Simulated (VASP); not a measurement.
Crystal: Na2C3.

```
CELL_PARAMETERS angstrom
3.37245 1.94709 2.68675
-3.37245 1.94709 2.68675
0.00000 -3.89417 2.68675
ATOMIC_POSITIONS crystal
Na 0.81876 0.81876 0.81876
Na 0.18124 0.18124 0.18124
C 0.00000 0.50000 0.00000
C 0.00000 0.00000 0.50000
C 0.50000 0.00000 0.00000
```

| Quantity | Value |
| --- | --- |
| Program | VASP 6.6.1 |
| Task | relaxation of cell and atoms |
| Functional | PBE |
| Potentials or basis | VASP PAW PBE potentials, release 64 (Na_pv, C) |
| Cutoff | 600 eV |
| k mesh | 6 × 6 × 6 |
| Occupations | gaussian, width 0.1 eV |
| Spin | no spin polarisation |

At the start: pressure 13.8 GPa; volume 21.17 Å³/atom.

How do energy, volume and symmetry change on relaxing?

Over 16 steps the energy falls by 1123.7 meV/atom and the volume is 15.08 Å³/atom (-28.8 %); space group R-3m (No. 166, to 0.05 Å).

Step by step:
```
step  energy change (eV)  largest force (eV/Å)  pressure (GPa)  volume (Å³)
   1              0.0000                1.1247           13.81       105.85
   2             -3.0111                0.6280           -0.34       134.44
   3             -3.1434                0.5646           -1.71       140.49
   4             -3.1097                0.4729           -3.59       152.63
   5             -3.1710                0.5294           -2.45       144.52
   6             -3.4342                0.6127           -2.68       136.63
   7             -4.1982                0.8808           -3.35       116.19
   8             -5.2579                1.8876           -1.33        77.12
   9             -5.3844                0.7192           -0.15        72.97
  10             -5.3861                0.4820            0.14        72.28
  11             -5.4758                0.4259            0.19        72.70
  12             -5.6016                0.3762            0.84        73.78
  13             -5.6045                0.3818            1.00        73.93
  14             -5.6045                0.3836            1.03        73.97
  15             -5.6161                0.1637            0.39        74.80
  16             -5.6186                0.0101           -0.04        75.39
```

Final structure:
```
Na C
1.0
     3.83556    2.21446    1.47925
    -3.83556    2.21446    1.47925
     0.00000   -4.42893    1.47925
Na C
2 3
Direct
  0.73996 0.73996 0.73996
  0.26004 0.26004 0.26004
  0.00000 0.50000 0.00000
  0.00000 0.00000 0.50000
  0.50000 0.00000 0.00000
```

Caveat: the volume moved by over 15 % at a fixed basis, so the end points are rough.
